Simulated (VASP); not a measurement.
Write the native input for VASP 6.6.1 that does the following.

| Quantity | Value |
| --- | --- |
| Task | single point |
| Functional | PBE |
| Potentials or basis | VASP PAW PBE potentials, release 64 (Al, Ni) |
| Cutoff | 520 eV |
| k mesh | 16 × 16 × 16 |
| Occupations | gaussian, width 0.15 eV |
| Spin | no spin polarisation |
| Dipole correction | no |
| Further INCAR settings | ALGO = Fast; EDIFF = 1e-06; NBANDS = 14 |

The structure of AlNi lies in POSCAR:

```
AlNi
1.0
    1.9405291957     -1.9404970834      0.0000000000
    1.9405291957      1.9404970834      0.0000000000
    0.0000000000      0.0000000000      2.8231000000
Al Ni
1 1
Direct
    0.0000000000      0.0000000000      0.0000000000
    0.5000000000      0.5000000000      0.5000000000
```

These files were run (other wordings do the same):

INCAR

```
  ALGO = Fast
  EDIFF = 1E-6
  ENCUT = 520
  GGA = PE
  ISIF = 2
  ISMEAR = 0
  LASPH = T
  LCHARG = F
  LREAL = F
  LWAVE = F
  NBANDS = 14
  NELM = 100
  PREC = Accurate
  SIGMA = 0.15
```

KPOINTS

```
k-points
0
Gamma
  16 16 16
```

Potentials or basis: VASP PAW PBE potentials, release 64 (Al, Ni).

The run is started by

```sh
$ cat potpaw_PBE.64/Al/POTCAR potpaw_PBE.64/Ni/POTCAR > POTCAR
$ mpirun -np 1 vasp_std > vasp.out
```

Results of the run:

```yaml
Pressure: 27.6 GPa
Band_gap_on_the_k_mesh: zero (an odd number of electrons rules out a gap without spin polarisation)
```

Caveat: the cell stands under pressure.

It took 2.3 min on 1 thread of Intel(R) Xeon(R) Platinum 8259CL CPU @ 2.50GHz (Skylake/Cascade Lake) (shared host), peak memory 0.3 GiB.
